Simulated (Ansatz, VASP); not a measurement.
## NbPdSe3: VASP beside Ansatz

The input INCAR:

```
SYSTEM = NbPdSe3
PREC = Accurate
ENCUT = 600
EDIFF = 1E-6
ISMEAR = 0
SIGMA = 0.1
LREAL = .False.
LASPH = .True.
NELM = 60
ALGO = Normal
ISIF = 3
LWAVE = .False.
LCHARG = .False.
GGA = PE
IBRION = 2
NSW = 100
EDIFFG = -0.01
```

The input KPOINTS:

```
regular mesh
0
Gamma
  8 8 8
  0 0 0
```

Contents of POSCAR:

```
NbPdSe3
1.0
    4.8246388048      0.0000000000      0.0000000000
    0.0000000000      4.8246388048      0.0000000000
    0.0000000000      0.0000000000      4.8246388048
Nb Pd Se
1 1 3
Direct
    0.0000000000      0.0000000000      0.0000000000
    0.5000000000      0.5000000000      0.5000000000
    0.0000000000      0.5000000000      0.5000000000
    0.5000000000      0.0000000000      0.5000000000
    0.5000000000      0.5000000000      0.0000000000
```

Input for Ansatz:

```yaml
crystal:
  lattice:
    - [4.8246388048, 0.0, 0.0]
    - [0.0, 4.8246388048, 0.0]
    - [0.0, 0.0, 4.8246388048]
  atoms:
    - { symbol: Nb, position: [0.0, 0.0, 0.0] }
    - { symbol: Pd, position: [0.5, 0.5, 0.5] }
    - { symbol: Se, position: [0.0, 0.5, 0.5] }
    - { symbol: Se, position: [0.5, 0.0, 0.5] }
    - { symbol: Se, position: [0.5, 0.5, 0.0] }
basis:
  ecutwfc: 420
kpoints:
  mp_grid: { grid: [8, 8, 8] }
hamiltonian:
  xc: pbe
scf:
  occupations: { method: gaussian, width: 0.1 }
output:
  forces: true
  stress: true
  eigenvalues: true
relax:
  adjacent_minimum: "off"
  f_tol: 0.01
  max_steps: 80
  cell: { stress_tol: 0.05 }
```

Change from the starting cell: species swapped into the GdBPd3 type (Pm-3m, No. 221).

Alike in both runs: task relaxation of cell and atoms; functional PBE; k mesh 8 × 8 × 8; occupations gaussian, width 0.1 eV; no spin polarisation.

|  | VASP | Ansatz |
| --- | --- | --- |
| version | VASP 6.6.1 | Ansatz 0.2.0 |
| potentials or method | VASP PAW PBE potentials, release 64 (Nb_sv, Pd, Se), cutoff 600 eV | scalar-relativistic, plane waves, PAW |
| valence electrons in the cell | 41 | 79 |

```tsv
	VASP	Ansatz	Ansatz less VASP
gap on the k mesh at the Fermi level, each at its own relaxed structure (eV)	none	none	-
relaxed volume (Å³/atom)	22.54	22.53	-0.012
relaxed length of the cell vector where the two differ most in proportion (Å)	4.831	4.830	-0.0008
```

A gap of «none» marks a metal or a gap that the smearing closes. VASP's potentials hold 41 valence electrons a cell and Ansatz's 79, so a difference there can come from the potentials and not from the codes.

Noted on VASP's run: too few bands were computed for a metal, which touches its energy and stress.
